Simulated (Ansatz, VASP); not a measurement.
**Two plane-wave programs on NaTi2B6**

```
Na Ti B
1.0
     0.00000    3.51260    3.51260
     3.51260    0.00000    3.51260
     3.51260    3.51260    0.00000
Na Ti B
1 2 6
Direct
  0.00000 0.00000 0.00000
  0.25000 0.25000 0.25000
  0.75000 0.75000 0.75000
  0.67672 0.32328 0.32328
  0.32328 0.67672 0.67672
  0.32328 0.67672 0.32328
  0.67672 0.32328 0.67672
  0.32328 0.32328 0.67672
  0.67672 0.67672 0.32328
```

Change from the starting cell: species swapped into the K2SnF6 type (Fm-3m, No. 225).

Alike in both runs: functional PBE; k mesh 4 × 4 × 4; occupations gaussian, width 0.1 eV; no spin polarisation.

Ansatz relaxed the structure, and its values are those at the end. VASP's run is a single point on that final structure, the one shown.

```csv
,VASP,Ansatz
version,VASP 6.6.1,Ansatz 0.2.0
potentials or method,"VASP PAW PBE potentials, release 64 (Na_pv, Ti_sv, B), cutoff 520 eV","scalar-relativistic, plane waves, PAW"
valence electrons in the cell,49,51
```

|  | VASP | Ansatz | Ansatz less VASP |
| --- | --- | --- | --- |
| gap on the k mesh at the Fermi level (eV) | none | none | - |
| pressure (GPa) | 0.4 | 0.1 | -0.26 |
| rms of the force components (eV/Å) | 0.012 | 0.009 | -0.0034 |

A gap of «none» marks a metal or a gap that the smearing closes. With one functional, cell and mesh, what is left measures potentials, basis and numerics. VASP's potentials hold 49 valence electrons a cell and Ansatz's 51, so a difference there can come from the potentials and not from the codes.

The k mesh is coarse, so the values compare programs but aren't converged.
